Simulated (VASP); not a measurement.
# SbC in VASP: notebook

The runs below take SbC through single point, relaxation of cell and atoms, with PBE.

Program: VASP 6.6.1. These are calculated values, not measurements. Logs are shortened: lines on timing, memory, paths and dates and some standing lists are left out, and cuts for length are marked.

### Step 1. The cell of the first run

The typed cell holds 8 atoms: a = 5.274 Å, b = 5.274 Å, c = 5.274 Å, α = 90.00°, β = 90.00°, γ = 90.00°.

### Step 2. Single point, PBE

INCAR reads:

```
SYSTEM = SbC
PREC = Accurate
ENCUT = 520
EDIFF = 1E-6
ISMEAR = 0
SIGMA = 0.1
LREAL = .False.
LASPH = .True.
NELM = 60
ALGO = Normal
ISIF = 2
LWAVE = .False.
LCHARG = .False.
GGA = PE
NBANDS = 28
```

KPOINTS reads:

```
regular mesh
0
Gamma
  4 4 4
  0 0 0
```

POSCAR reads:

```
SbC
1.0
    5.2742655490      0.0000000000      0.0000000000
    0.0000000000      5.2742655490      0.0000000000
    0.0000000000      0.0000000000      5.2742655490
Sb C
4 4
Direct
    0.0000542575      0.0000542575      0.0000542575
    0.4999457425      0.9999457425      0.5000542575
    0.5000542575      0.4999457425      0.9999457425
    0.9999457425      0.5000542575      0.4999457425
    0.7500765393      0.7500765393      0.7500765393
    0.7499234607      0.2499234607      0.2500765393
    0.2500765393      0.7499234607      0.2499234607
    0.2499234607      0.2500765393      0.7499234607
```

Potentials or basis: VASP PAW PBE potentials, release 64 (Sb, C).

Started as:

```console
cat potpaw_PBE.64/Sb/POTCAR potpaw_PBE.64/C/POTCAR > POTCAR
mpirun -np 1 vasp_std > vasp.out
```

OUTCAR:

```text
SYSTEM = SbC
   PREC = Accurate
   ENCUT = 520
   EDIFF = 1E-6
   ISMEAR = 0
   LREAL = .False.
   LASPH = .True.
   NELM = 60
   ISIF = 2
   GGA = PE

 ion  position               nearest neighbor table
   1  0.000  0.000  0.000-   5 2.28   6 2.28   7 2.28   8 2.28   3 3.73   4 3.73   2 3.73   2 3.73
                             4 3.73   3 3.73   4 3.73   4 3.73   2 3.73   3 3.73   2 3.73   3 3.73
   2  0.500  1.000  0.500-   6 2.28   5 2.28   7 2.28   8 2.28   3 3.73   4 3.73   1 3.73   1 3.73
                             3 3.73   4 3.73   1 3.73   3 3.73   4 3.73   3 3.73   4 3.73   1 3.73
   3  0.500  0.500  1.000-   7 2.28   6 2.28   5 2.28   8 2.28   2 3.73   4 3.73   1 3.73   4 3.73
                             2 3.73   1 3.73   2 3.73   1 3.73   1 3.73   2 3.73   4 3.73   4 3.73
   4  1.000  0.500  0.500-   8 2.28   6 2.28   7 2.28   5 2.28   2 3.73   3 3.73   1 3.73   3 3.73
                             1 3.73   2 3.73   3 3.73   1 3.73   1 3.73   2 3.73   3 3.73   2 3.73
   5  0.750  0.750  0.750-   1 2.28   2 2.28   3 2.28   4 2.28
   6  0.750  0.250  0.250-   2 2.28   1 2.28   3 2.28   4 2.28
   7  0.250  0.750  0.250-   3 2.28   2 2.28   1 2.28   4 2.28
   8  0.250  0.250  0.750-   4 2.28   2 2.28   3 2.28   1 2.28

  LATTYP: Found a simple cubic cell.
 ALAT       =     5.2742655490

  Lattice vectors:

 A1 = (   5.2742655490,   0.0000000000,   0.0000000000)
 A2 = (   0.0000000000,   5.2742655490,   0.0000000000)
 A3 = (   0.0000000000,   0.0000000000,   5.2742655490)

Analysis of symmetry for initial positions (statically):
=====================================================================
 Subroutine PRICEL returns:
 Original cell was already a primitive cell.

 Routine SETGRP: Setting up the symmetry group for a
 simple cubic supercell.

 Subroutine GETGRP returns: Found 12 space group operations
 (whereof  3 operations were pure point group operations)
 out of a pool of 48 trial point group operations.

The static configuration has the point symmetry C_3 .
 The point group associated with its full space group is T   .

Analysis of symmetry for dynamics (positions and initial velocities):
=====================================================================
 Subroutine PRICEL returns:
 Original cell was already a primitive cell.

 Routine SETGRP: Setting up the symmetry group for a
 simple cubic supercell.

 Subroutine GETGRP returns: Found 12 space group operations
 (whereof  3 operations were pure point group operations)
 out of a pool of 48 trial point group operations.

The dynamic configuration has the point symmetry C_3 .
 The point group associated with its full space group is T   .

 Subroutine INISYM returns: Found 12 space group operations
 (whereof  3 operations are pure point group operations),
 and found     1 'primitive' translations

----------------------------------------------------------------------------------------

                                     Primitive cell

  volume of cell :     146.7189

  direct lattice vectors                    reciprocal lattice vectors
     5.274265549  0.000000000  0.000000000     0.189599858  0.000000000  0.000000000
     0.000000000  5.274265549  0.000000000     0.000000000  0.189599858  0.000000000
     0.000000000  0.000000000  5.274265549     0.000000000  0.000000000  0.189599858

  length of vectors
     5.274265549  5.274265549  5.274265549     0.189599858  0.189599858  0.189599858

  position of ions in fractional coordinates (direct lattice)
     0.000054257  0.000054257  0.000054257
     0.499945743  0.999945743  0.500054257
     0.500054257  0.499945743  0.999945743
     0.999945743  0.500054257  0.499945743
     0.750076539  0.750076539  0.750076539
     0.749923461  0.249923461  0.250076539
     0.250076539  0.749923461  0.249923461
     0.249923461  0.250076539  0.749923461

  ion indices of the primitive-cell ions
   primitive index   ion index
                 1           1
                 2           2
                 3           3
                 4           4
                 5           5
                 6           6
                 7           7
                 8           8

----------------------------------------------------------------------------------------

 KPOINTS: regular mesh

Automatic generation of k-mesh.
 Grid dimensions read from file:
 generate k-points for:    4    4    4

 Generating k-lattice:

  Cartesian coordinates                     Fractional coordinates (reciprocal lattice)
     0.047399965  0.000000000  0.000000000     0.250000000  0.000000000  0.000000000
     0.000000000  0.047399965  0.000000000     0.000000000  0.250000000  0.000000000
     0.000000000  0.000000000  0.047399965     0.000000000  0.000000000  0.250000000

  Length of vectors
     0.047399965  0.047399965  0.047399965

  Shift w.r.t. Gamma in fractional coordinates (k-lattice)
     0.000000000  0.000000000  0.000000000

 Subroutine IBZKPT returns following result:
 ===========================================

 Found     11 irreducible k-points:

 Following reciprocal coordinates:
            Coordinates               Weight
  0.000000  0.000000  0.000000      1.000000
  0.250000  0.000000  0.000000      6.000000
  0.500000  0.000000  0.000000      3.000000
  0.250000  0.250000  0.000000     12.000000
  0.500000  0.250000  0.000000      6.000000
 -0.250000  0.500000  0.000000      6.000000
  0.500000  0.500000  0.000000      3.000000
  0.250000  0.250000  0.250000      8.000000
  0.500000  0.250000  0.250000     12.000000
  0.500000  0.500000  0.250000      6.000000
  0.500000  0.500000  0.500000      1.000000
   k-points           NKPTS =     11   k-points in BZ     NKDIM =     11   number of bands    NBANDS=     28
   number of dos      NEDOS =    301   number of ions     NIONS =      8
   total plane-waves  NPLWV =  64000
   dimension x,y,z NGX =    40 NGY =   40 NGZ =   40
   dimension x,y,z NGXF=    80 NGYF=   80 NGZF=   80
   ions per type =               4   4
   NGX,Y,Z   is equivalent  to a cutoff of  12.61, 12.61, 12.61 a.u.
   NGXF,Y,Z  is equivalent  to a cutoff of  25.22, 25.22, 25.22 a.u.
 SYSTEM =  SbC
   PREC   = accura    normal or accurate (medium, high low for compatibility)
   ISTART =      0    job   : 0-new  1-cont  2-samecut
   ICHARG =      2    charge: 1-file 2-atom 10-const
   ISPIN  =      1    spin polarized calculation?
   LNONCOLLINEAR =      F non collinear calculations
   LSORBIT =      F    spin-orbit coupling
   LASPH  =      T    aspherical Exc in radial PAW
   ENCUT  =  520.0 eV  38.22 Ry    6.18 a.u.   9.81  9.81  9.81*2*pi/ulx,y,z
   NELM   =     60;   NELMIN=  2; NELMDL= -5     # of ELM steps
   EDIFF  = 0.1E-05   stopping-criterion for ELM
   LREAL  =      F    real-space projection
   EDIFFG = 0.1E-04   stopping-criterion for IOM
   NSW    =      0    number of steps for IOM
   IBRION =     -1    ionic relax: 0-MD 1-quasi-New 2-CG
   NFREE  =      0    steps in history (QN), initial steepest desc. (CG)
   ISIF   =      2    stress and relaxation
   ISYM   =      2    0-nonsym 1-usesym 2-fastsym
   POTIM  = 0.5000    time-step for ionic-motion
   TEBEG  =    0.0;   TEEND  =   0.0 temperature during run
   PSTRESS=    0.0 pullay stress
   NELECT =      36.0000    total number of electrons
   NUPDOWN=      -1.0000    fix difference up-down
   EMIN   =  10.00;   EMAX   =-10.00  energy-range for DOS
   EFERMI =   0.00;   METHOD = LEGACY
   ISMEAR =     0;   SIGMA  =   0.10  broadening in eV -4-tet -1-fermi 0-gaus
   EFERMI_NEDOS =   21; number of points for ismear=-14 and -15
   IALGO  =     38    algorithm
   IMIX   =      4    mixing-type and parameters
     AMIX     =   0.40;   BMIX     =  1.00
     AMIX_MAG =   1.60;   BMIX_MAG =  1.00
  volume/ion in A,a.u.               =      18.34       123.76
  Fermi-wavevector in a.u.,A,eV,Ry     =   1.024897  1.936775 14.291756  1.050414
  Thomas-Fermi vector in A             =   2.158709
   LORBIT       =      0    0 simple, 1 ext, 2 COOP (PROOUT), +10 PAW based schemes
   GGA     = PE    functional components
   LHFCALC =     F    Hartree Fock is set to
   AEXX    =    0.0000 exact exchange contribution
   IVDW    =     0    specifies the selected vdW correction
   LEPSILON=     F    determine dielectric tensor
   LRPA    =     F    only Hartree local field effects (RPA)
 non-spin polarized calculation
 Gauss-broadening in eV      SIGMA  =   0.10
  energy-cutoff  :      520.00
  volume of cell :      146.72
 maximum number of plane-waves:      3974
   NGX = 19   NGY = 19   NGZ = 19

 number of electron      36.0000002 magnetization

 Free energy of the ion-electron system (eV)
  ---------------------------------------------------
  ext. energy  EPLUGINS =         0.00000000
  ---------------------------------------------------
  free energy    TOTEN  =       -41.44463069 eV

  energy without entropy =      -41.41259240  energy(sigma->0) =      -41.42861154

 E-fermi :   8.1111     XC(G=0): -10.1145

 val. band max:        8.0983378310   @ k =   0.2500   0.0000   0.0000
 cond. band min:       8.2589136087   @ k =   0.0000   0.0000   0.0000
 fundamental gap:      0.1605757776
 Fermi energy:         8.1110880916

 k-point     1 :       0.0000    0.0000    0.0000
  band No.  band energies     occupation
      1      -7.2732      2.00000
      2      -3.5292      2.00000
      3      -3.5292      2.00000
      4      -3.5292      2.00000
      5      -2.3503      2.00000
      6      -2.3503      2.00000
[... 20 lines left out ...]
     27      14.6758      0.00000
     28      14.6790      0.00000

 k-point     2 :       0.2500    0.0000    0.0000
  band No.  band energies     occupation
      1      -6.9899      2.00000
      2      -4.8286      2.00000
      3      -3.4768      2.00000
      4      -3.4768      2.00000
      5      -2.2892      2.00000
      6      -2.2892      2.00000
[... 271 lines left out ...]
 k-point    11 :       0.5000    0.5000    0.5000
  band No.  band energies     occupation
      1      -4.9559      2.00000
      2      -4.9559      2.00000
      3      -4.9559      2.00000
      4      -4.9559      2.00000
      5      -1.6099      2.00000
      6      -1.6099      2.00000
[... 20 lines left out ...]
     27      11.1354      0.00000
     28      11.1354      0.00000

------------------------ aborting loop because EDIFF is reached ----------------------------------------

  FORCE on cell =-STRESS in cart. coord.  units (eV):
  Direction    XX          YY          ZZ          XY          YZ          ZX
  --------------------------------------------------------------------------------------
  -------------------------------------------------------------------------------------
  Total        0.2792470      0.2792470      0.2792470      0.0000000      0.0000000      0.0000000
  in kB        3.0493913      3.0493913      3.0493913      0.0000000      0.0000000      0.0000000
  external PRESSURE =       3.0493913 kB  Pullay stress =       0.0000000 kB

 VOLUME and BASIS-vectors are now :
 -----------------------------------------------------------------------------
  energy-cutoff  :      520.00
  volume of cell :      146.72
      direct lattice vectors                 reciprocal lattice vectors
     5.274265549  0.000000000  0.000000000     0.189599858  0.000000000  0.000000000
     0.000000000  5.274265549  0.000000000     0.000000000  0.189599858  0.000000000
     0.000000000  0.000000000  5.274265549     0.000000000  0.000000000  0.189599858

 POSITION                                       TOTAL-FORCE (eV/Angst)
 -----------------------------------------------------------------------------------
      0.00029      0.00029      0.00029        -0.000304     -0.000304     -0.000304
      2.63685      5.27398      2.63742         0.000304      0.000304     -0.000304
      2.63742      2.63685      5.27398        -0.000304      0.000304      0.000304
      5.27398      2.63742      2.63685         0.000304     -0.000304      0.000304
      3.95610      3.95610      3.95610        -0.000711     -0.000711     -0.000711
      3.95530      1.31816      1.31897         0.000711      0.000711     -0.000711
      1.31897      3.95530      1.31816        -0.000711      0.000711      0.000711
      1.31816      1.31897      3.95530         0.000711     -0.000711      0.000711
 -----------------------------------------------------------------------------------
    total drift:                                0.000000     -0.000000      0.000000

  FREE ENERGIE OF THE ION-ELECTRON SYSTEM (eV)
  ---------------------------------------------------
  free  energy   TOTEN  =       -41.4446306858 eV

  energy  without entropy=      -41.4125923954  energy(sigma->0) =      -41.42861154
```

Run time: 20 s. Hardware: 1 thread of Intel Xeon 6975P-C (Granite Rapids), shared host; peak memory 0.25 GiB.

Results:

| Quantity | Value |
| --- | --- |
| Free energy | -41.4446 eV |
| Pressure | 0.3 GPa |
| Band gap on the k mesh | zero (band 18 reaches 8.55 eV, above the bottom of band 19 at 6.57 eV) |

Caveat: spin-orbit coupling is left out, which moves the levels of the heavy elements.

### Step 3. Single point, PBE

This run uses another cell than the first one: it holds 2 atoms, not 8.

INCAR reads:

```
  PREC = Accurate
  ENCUT = 520
  EDIFF = 1E-6
  ISMEAR = 0
  SIGMA = 0.1
  LREAL = False
  LASPH = True
  NELM = 80
  ALGO = Normal
  ISIF = 2
  LWAVE = False
  LCHARG = False
  GGA = PE
  NBANDS = 12
```

KPOINTS reads:

```
regular mesh
0
Gamma
  18 18 18
```

POSCAR reads:

```
SbC
1.0
    0.0000000000      2.6397161222      2.6397161222
    2.6397161222      0.0000000000      2.6397161222
    2.6397161222      2.6397161222      0.0000000000
Sb C
1 1
Direct
    0.0000000000      0.0000000000      0.0000000000
    0.2500000000      0.2500000000      0.2500000000
```

Potentials or basis: VASP PAW PBE potentials, release 64 (Sb, C).

Started as:

```console
cat potpaw_PBE.64/Sb/POTCAR potpaw_PBE.64/C/POTCAR > POTCAR
mpirun -np 1 vasp_std > vasp.out
```

Wall time 28 s (1 thread of Intel Xeon 6975P-C (Granite Rapids), shared host); peak memory 0.22 GiB.

The run converged. Its results:

```
Free energy : -10.3550 eV
Pressure    : 0.1 GPa
```

Levels at points of the mesh, in eV from the Fermi level:
| k point | band 2 | band 3 | band 4 | band 5 | band 6 | band 7 | band 8 | band 9 |
| --- | --- | --- | --- | --- | --- | --- | --- | --- |
| (0.00, 0.00, 0.00) | -2.89 | -2.28 | -2.28 | -2.28 | 2.01 | 2.01 | 2.01 | 7.16 |
| (0.50, 0.00, 0.00) | -9.73 | -3.44 | -3.44 | -1.58 | 2.99 | 2.99 | 4.15 | 7.95 |
| (0.50, 0.50, 0.00) | -10.48 | -5.03 | -5.03 | -1.22 | 0.12 | 6.53 | 6.53 | 6.54 |

Caveat: spin-orbit coupling is left out, which moves the levels of the heavy elements.

### Step 4. Relaxation of cell and atoms, PBE

This run uses another cell than the first one: it holds 2 atoms, not 8.

INCAR reads:

```
SYSTEM = SbC
ALGO     = Normal         ! electronic algorithm
EDIFF    = 1E-6           ! SCF threshold, eV
EDIFFG   = -0.01          ! ionic threshold
ENCUT    = 600            ! plane-wave cutoff, eV
GGA      = PE             ! functional
IBRION   = 2              ! ionic algorithm
ISIF     = 3              ! what is computed and relaxed
ISMEAR   = 0              ! smearing method
LASPH    = .True.         ! aspherical terms in the spheres
LCHARG   = .False.        ! write CHGCAR
LREAL    = .False.        ! projectors in reciprocal space
LWAVE    = .False.        ! write WAVECAR
NELM     = 100            ! most SCF steps
NSW      = 100            ! ionic steps
PREC     = Accurate       ! precision mode
SIGMA    = 0.1            ! smearing width, eV
```

KPOINTS reads:

```
k-points
0
Gamma
  18 18 18
  0 0 0
```

POSCAR reads:

```
SbC
1.0
    0.0000000000      2.6418274386      2.6418274386
    2.6418274386      0.0000000000      2.6418274386
    2.6418274386      2.6418274386      0.0000000000
Sb C
1 1
Direct
    0.0000000000      0.0000000000      0.0000000000
    0.2500000000      0.2500000000      0.2500000000
```

Started as:

```console
cat potpaw_PBE.64/Sb/POTCAR potpaw_PBE.64/C/POTCAR > POTCAR
mpirun -np 1 vasp_std > vasp.out
```

It took 39 s on 1 thread of Intel Xeon 6975P-C (Granite Rapids), shared host; peak memory 0.24 GiB.

Results (log left out):

```
Free energy                            : -10.3556 eV
Relaxed volume                         : 18.39 Å³/atom
Relaxed cell                           : a = 3.733 Å, b = 3.733 Å, c = 3.733 Å, α = 60.00°, β = 60.00°, γ = 60.00°
Space group after relaxing (to 0.05 Å) : F-43m (No. 216)
Energy gained by relaxing              : 0.0 meV/atom
Ionic steps                            : 2
Pressure after relaxing                : 0.1 GPa
```

Final structure:
```cif
data_structure
_symmetry_space_group_name_H-M 'P 1'
_symmetry_Int_Tables_number 1
_cell_length_a 3.7329
_cell_length_b 3.7329
_cell_length_c 3.7329
_cell_angle_alpha 60.000
_cell_angle_beta 60.000
_cell_angle_gamma 60.000
_cell_volume 36.78
loop_
_atom_site_label
_atom_site_type_symbol
_atom_site_fract_x
_atom_site_fract_y
_atom_site_fract_z
_atom_site_occupancy
Sb1 Sb 0.00000 0.00000 0.00000 1
C1 C 0.25000 0.25000 0.25000 1
```

Levels at points of the mesh, in eV from the Fermi level:
| k point | band 3 | band 4 | band 5 | band 6 | band 7 | band 8 |
| --- | --- | --- | --- | --- | --- | --- |
| (0.00, 0.00, 0.00) | -2.28 | -2.28 | -2.28 | 2.01 | 2.01 | 2.01 |
| (0.50, 0.00, 0.00) | -3.44 | -3.44 | -1.58 | 2.99 | 2.99 | 4.15 |
| (0.50, 0.50, 0.00) | -5.03 | -5.03 | -1.22 | 0.12 | 6.53 | 6.54 |

Caveat: spin-orbit coupling is left out, which moves the levels of the heavy elements.

### Step 5. The runs side by side

```tsv
task	cell	k mesh	cutoff (eV)	gap on the mesh (eV)	pressure (GPa)
single point	a = 5.274 Å, 8 atoms	4 × 4 × 4	520	none	0.3
single point	a = 3.733 Å, angles 60.0°, 2 atoms	18 × 18 × 18	520	none	0.1
relaxation of cell and atoms	relaxed from a = 3.736 Å, angles 60.0°, 2 atoms	18 × 18 × 18	600	none	0.1
```

Alike in all rows: level PBE; potentials or basis VASP PAW PBE potentials, release 64 (Sb, C); no spin polarisation; smearing gaussian 0.1 eV.

Caveats: spin-orbit coupling is left out, which moves the levels of the heavy elements.

Absolute energies hang on the potentials; compare differences alone.
